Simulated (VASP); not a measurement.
# Si2Mo in VASP: notebook, part 2 of 2

VASP 6.6.1.

**4. Single point, LDA**

File INCAR:

```
SYSTEM = Si2Mo
ALGO = Normal ; EDIFF = 1E-6
ENCUT = 520 ; ISIF = 2
ISMEAR = 1 ; LASPH = .True.
LCHARG = .False. ; LREAL = .False.
LWAVE = .False. ; NBANDS = 18
NELM = 100 ; PREC = Accurate
SIGMA = 0.1
```

File KPOINTS:

```
k-points
0
Gamma
  13 13 13
  0 0 0
```

File POSCAR:

```
Si2Mo
1.0
   -1.6000000000      1.6000000000      3.9305000000
    1.6000000000     -1.6000000000      3.9305000000
    1.6000000000      1.6000000000     -3.9305000000
Si Mo
2 1
Direct
    0.3330000000      0.3330000000      0.0000000000
    0.6670000000      0.6670000000      0.0000000000
    0.0312500000      0.0000000000      0.0312500000
```

Potentials or basis: VASP PAW LDA potentials, release 64 (Si, Mo_sv).

Command:

```bash
> cat potpaw_LDA.64/Si/POTCAR potpaw_LDA.64/Mo_sv/POTCAR > POTCAR
> mpirun -np 1 vasp_std > vasp.out
```

OUTCAR:

```text
SYSTEM = Si2Mo
   EDIFF = 1E-6
   ENCUT = 520
   ISIF = 2
   ISMEAR = 1
   LASPH = .True.
   LREAL = .False.
   NELM = 100
   PREC = Accurate

 ion  position               nearest neighbor table
   1  0.333  0.333  0.000-   3 2.56   3 2.56   2 2.61   2 2.61   2 2.61   2 2.61   3 2.62   2 2.63
                             3 2.68   3 2.68
   2  0.667  0.667  0.000-   3 2.56   3 2.56   1 2.61   1 2.61   1 2.61   1 2.61   3 2.62   1 2.63
                             3 2.68   3 2.68
   3  0.031  0.000  0.031-   2 2.56   1 2.56   1 2.56   2 2.56   1 2.62   2 2.62   2 2.68   2 2.68
                             1 2.68   1 2.68

  LATTYP: Found a body centered tetragonal cell.
 ALAT       =     3.2000000000
 C/A-ratio  =     2.4565625000

  Lattice vectors:

 A1 = (  -1.6000000000,   1.6000000000,   3.9305000000)
 A2 = (   1.6000000000,  -1.6000000000,   3.9305000000)
 A3 = (   1.6000000000,   1.6000000000,  -3.9305000000)

Analysis of symmetry for initial positions (statically):
=====================================================================
 Subroutine PRICEL returns:
 Original cell was already a primitive cell.

 Routine SETGRP: Setting up the symmetry group for a
 body centered tetragonal supercell.

 Subroutine GETGRP returns: Found  4 space group operations
 (whereof  4 operations were pure point group operations)
 out of a pool of 16 trial point group operations.

The static configuration has the point symmetry C_2v.

Analysis of symmetry for dynamics (positions and initial velocities):
=====================================================================
 Subroutine PRICEL returns:
 Original cell was already a primitive cell.

 Routine SETGRP: Setting up the symmetry group for a
 body centered tetragonal supercell.

 Subroutine GETGRP returns: Found  4 space group operations
 (whereof  4 operations were pure point group operations)
 out of a pool of 16 trial point group operations.

The dynamic configuration has the point symmetry C_2v.

 Subroutine INISYM returns: Found  4 space group operations
 (whereof  4 operations are pure point group operations),
 and found     1 'primitive' translations

----------------------------------------------------------------------------------------

                                     Primitive cell

  volume of cell :      40.2483

  direct lattice vectors                    reciprocal lattice vectors
    -1.600000000  1.600000000  3.930500000     0.000000000  0.312500000  0.127210279
     1.600000000 -1.600000000  3.930500000     0.312500000  0.000000000  0.127210279
     1.600000000  1.600000000 -3.930500000     0.312500000  0.312500000  0.000000000

  length of vectors
     4.535287229  4.535287229  4.535287229     0.337399918  0.337399918  0.441941738

  position of ions in fractional coordinates (direct lattice)
     0.333000000  0.333000000  0.000000000
     0.667000000  0.667000000  0.000000000
     0.031250000  0.000000000  0.031250000

  ion indices of the primitive-cell ions
   primitive index   ion index
                 1           1
                 2           2
                 3           3

----------------------------------------------------------------------------------------

 KPOINTS: k-points

Automatic generation of k-mesh.
 Grid dimensions read from file:
[... 23 lines left out ...]
  0.076923 -0.000000  0.000000      4.000000
 -0.000000  0.076923  0.000000      4.000000
  0.153846  0.000000 -0.000000      4.000000
  0.000000  0.153846 -0.000000      4.000000
  0.230769 -0.000000  0.000000      4.000000
[... 16 lines left out ...]
  0.461538  0.076923  0.000000      8.000000
  0.000000 -0.461538 -0.076923      8.000000
 [... further k-points ...]
   k-points           NKPTS =    343   k-points in BZ     NKDIM =    343   number of bands    NBANDS=     18
   number of dos      NEDOS =    301   number of ions     NIONS =      3
   total plane-waves  NPLWV =  46656
   dimension x,y,z NGX =    36 NGY =   36 NGZ =   36
   dimension x,y,z NGXF=    72 NGYF=   72 NGZF=   72
   ions per type =               2   1
   NGX,Y,Z   is equivalent  to a cutoff of  13.20, 13.20, 13.20 a.u.
   NGXF,Y,Z  is equivalent  to a cutoff of  26.39, 26.39, 26.39 a.u.
 SYSTEM =  Si2Mo
   PREC   = accura    normal or accurate (medium, high low for compatibility)
   ISTART =      0    job   : 0-new  1-cont  2-samecut
   ICHARG =      2    charge: 1-file 2-atom 10-const
   ISPIN  =      1    spin polarized calculation?
   LNONCOLLINEAR =      F non collinear calculations
   LSORBIT =      F    spin-orbit coupling
   LASPH  =      T    aspherical Exc in radial PAW
   ENCUT  =  520.0 eV  38.22 Ry    6.18 a.u.   8.43  8.43  8.43*2*pi/ulx,y,z
   NELM   =    100;   NELMIN=  2; NELMDL= -5     # of ELM steps
   EDIFF  = 0.1E-05   stopping-criterion for ELM
   LREAL  =      F    real-space projection
   EDIFFG = 0.1E-04   stopping-criterion for IOM
   NSW    =      0    number of steps for IOM
   IBRION =     -1    ionic relax: 0-MD 1-quasi-New 2-CG
   NFREE  =      0    steps in history (QN), initial steepest desc. (CG)
   ISIF   =      2    stress and relaxation
   ISYM   =      2    0-nonsym 1-usesym 2-fastsym
   POTIM  = 0.5000    time-step for ionic-motion
   TEBEG  =    0.0;   TEEND  =   0.0 temperature during run
   PSTRESS=    0.0 pullay stress
   NELECT =      22.0000    total number of electrons
   NUPDOWN=      -1.0000    fix difference up-down
   EMIN   =  10.00;   EMAX   =-10.00  energy-range for DOS
   EFERMI =   0.00;   METHOD = LEGACY
   ISMEAR =     1;   SIGMA  =   0.10  broadening in eV -4-tet -1-fermi 0-gaus
   EFERMI_NEDOS =   21; number of points for ismear=-14 and -15
   IALGO  =     38    algorithm
   IMIX   =      4    mixing-type and parameters
     AMIX     =   0.40;   BMIX     =  1.00
     AMIX_MAG =   1.60;   BMIX_MAG =  1.00
  volume/ion in A,a.u.               =      13.42        90.54
  Fermi-wavevector in a.u.,A,eV,Ry     =   1.338546  2.529484 24.377614  1.791704
  Thomas-Fermi vector in A             =   2.467007
   LORBIT       =      0    0 simple, 1 ext, 2 COOP (PROOUT), +10 PAW based schemes
   GGA     = CA    functional components
   LHFCALC =     F    Hartree Fock is set to
   AEXX    =    0.0000 exact exchange contribution
   IVDW    =     0    specifies the selected vdW correction
   LEPSILON=     F    determine dielectric tensor
   LRPA    =     F    only Hartree local field effects (RPA)
 non-spin polarized calculation
 Methfessel and Paxton  Order N= 1 SIGMA  =   0.10
  energy-cutoff  :      520.00
  volume of cell :       40.25
 maximum number of plane-waves:      1104
 NGX is ok and might be reduce to    36
   NGX = 17   NGY = 17   NGZ = 17

 number of electron      22.0000000 magnetization

 Free energy of the ion-electron system (eV)
  ---------------------------------------------------
  ext. energy  EPLUGINS =         0.00000000
  ---------------------------------------------------
  free energy    TOTEN  =       -25.75100250 eV

  energy without entropy =      -25.75087372  energy(sigma->0) =      -25.75095958

 E-fermi :  12.2343     XC(G=0): -12.5498

 val. band max:       12.2305718452   @ k =  -0.3077  -0.3846   0.3077
 cond. band min:      12.2434528846   @ k =  -0.3846  -0.4615   0.3846
 fundamental gap:      0.0128810393
 Fermi energy:        12.2342959030

 k-point     1 :       0.0000    0.0000    0.0000
  band No.  band energies     occupation
      1     -48.1796      2.00000
      2     -22.5424      2.00000
      3     -22.4349      2.00000
      4     -22.4297      2.00000
      5      -1.1996      2.00000
      6       5.8860      2.00000
[... 481 lines left out ...]
      5       2.3512      2.00000
      6       3.1131      2.00000
[... 10 lines left out ...]
     17      19.2210      0.00000
     18      20.0633      0.00000

 [... further k-points ...]

------------------------ aborting loop because EDIFF is reached ----------------------------------------

  FORCE on cell =-STRESS in cart. coord.  units (eV):
  Direction    XX          YY          ZZ          XY          YZ          ZX
  --------------------------------------------------------------------------------------
  -------------------------------------------------------------------------------------
  Total       -0.9855868     -1.1037914     -1.5922305      0.0000000      0.0000000      0.0000000
  in kB      -39.2335605    -43.9389652    -63.3824110      0.0000000      0.0000000      0.0000000
  external PRESSURE =     -48.8516456 kB  Pullay stress =       0.0000000 kB

 VOLUME and BASIS-vectors are now :
 -----------------------------------------------------------------------------
  energy-cutoff  :      520.00
  volume of cell :       40.25
      direct lattice vectors                 reciprocal lattice vectors
    -1.600000000  1.600000000  3.930500000     0.000000000  0.312500000  0.127210279
     1.600000000 -1.600000000  3.930500000     0.312500000  0.000000000  0.127210279
     1.600000000  1.600000000 -3.930500000     0.312500000  0.312500000  0.000000000

 POSITION                                       TOTAL-FORCE (eV/Angst)
 -----------------------------------------------------------------------------------
      0.00000      0.00000      2.61771         0.000000      0.443834      0.311974
      0.00000      0.00000      5.24329         0.000000      0.443834     -0.311974
      0.00000      0.10000      0.00000        -0.000000     -0.887668     -0.000000
 -----------------------------------------------------------------------------------
    total drift:                                0.000000      0.000227      0.000000

  FREE ENERGIE OF THE ION-ELECTRON SYSTEM (eV)
  ---------------------------------------------------
  free  energy   TOTEN  =       -25.7510025036 eV

  energy  without entropy=      -25.7508737205  energy(sigma->0) =      -25.75095958
```

stdout:

```text
POSCAR found type information on POSCAR SiMo
 POSCAR found :  2 types and       3 ions
 scaLAPACK will be used
 LDA part: xc-table for (Slater(with rela. corr.)+CA(PZ))
 , standard interpolation
 POSCAR, INCAR and KPOINTS ok, starting setup
 FFT: planning ... GRIDC
 FFT: planning ... GRID_SOFT
 FFT: planning ... GRID
 WAVECAR not read
 entering main loop
```

Wall time 4.2 min (1 thread of Intel Xeon Platinum 8488C (Sapphire Rapids), shared host); peak memory 0.35 GiB.

Results:

```yaml
Free_energy: -25.7510 eV
Pressure: -4.9 GPa
Largest_force: 0.888 eV/Å
Band_gap_on_the_k_mesh: zero (bands 11 and 12 overlap by 0.91 eV)
```

Forces in eV/Å, atoms in the order of the input:
```
Si   0.000  0.444  0.312
Si   0.000  0.444 -0.312
Mo   0.000 -0.888  0.000
```

Levels at points of the mesh, in eV from the Fermi level:
```tsv
k point	band 9	band 10	band 11	band 12	band 13	band 14
(0.00, 0.00, 0.00)	-2.71	-2.64	0.35	2.90	3.08	3.61
```

Caveat: the cell stands under tension.
